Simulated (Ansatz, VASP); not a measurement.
**NaH in VASP and in Ansatz**

File INCAR:

```
PREC = Accurate
ENCUT = 600
EDIFF = 1E-6
ISMEAR = 0
SIGMA = 0.02
LREAL = F
LASPH = T
NELM = 100
ALGO = Normal
ISIF = 3
LWAVE = F
LCHARG = F
GGA = PE
IBRION = 2
NSW = 100
EDIFFG = -0.01
```

File KPOINTS:

```
Automatic mesh
0
Gamma
  8 8 8
```

File POSCAR:

```
NaH
1.0
    0.0000000000      2.4157897303      2.4157897303
    2.4157897303      0.0000000000      2.4157897303
    2.4157897303      2.4157897303      0.0000000000
Na H
1 1
Direct
    0.5000000000      0.5000000000      0.5000000000
    0.0000000000      0.0000000000      0.0000000000
```

Input for Ansatz:

```yaml
crystal:
  lattice:
    - [0.0, 2.4157897303, 2.4157897303]
    - [2.4157897303, 0.0, 2.4157897303]
    - [2.4157897303, 2.4157897303, 0.0]
  atoms:
    - { symbol: Na, position: [0.5, 0.5, 0.5] }
    - { symbol: H, position: [0.0, 0.0, 0.0] }
basis:
  ecutwfc: 420
kpoints:
  mp_grid: { grid: [8, 8, 8] }
hamiltonian:
  xc: pbe
scf:
  occupations: { method: gaussian, width: 0.02 }
output:
  forces: true
  stress: true
  eigenvalues: true
  write_density: true
  write_potential: true
  elf: true
  volumetric_format: npy
relax:
  adjacent_minimum: "off"
  f_tol: 0.01
  max_steps: 80
  cell: { stress_tol: 0.05 }
```

Alike in both runs: task relaxation of cell and atoms; functional PBE; k mesh 8 × 8 × 8; occupations gaussian, width 0.02 eV; no spin polarisation.

|  | VASP | Ansatz |
| --- | --- | --- |
| version | VASP 6.6.1 | Ansatz 0.2.0 |
| potentials or method | VASP PAW PBE potentials, release 64 (Na_pv, H), cutoff 600 eV | scalar-relativistic, plane waves, PAW |
| valence electrons in the cell | 8 | 10 |

```tsv
	VASP	Ansatz	Ansatz less VASP
gap on the k mesh at the Fermi level, each at its own relaxed structure (eV)	3.76	3.76	+0.001
relaxed volume (Å³/atom)	14.10	14.10	0.000
relaxed cell length with the largest relative difference (Å)	3.416	3.416	0.0000
```

VASP's potentials hold 8 valence electrons a cell and Ansatz's 10, so a difference there can come from the potentials and not from the codes.

Noted on VASP's run: the relaxation stopped at its first step, so nothing moved.
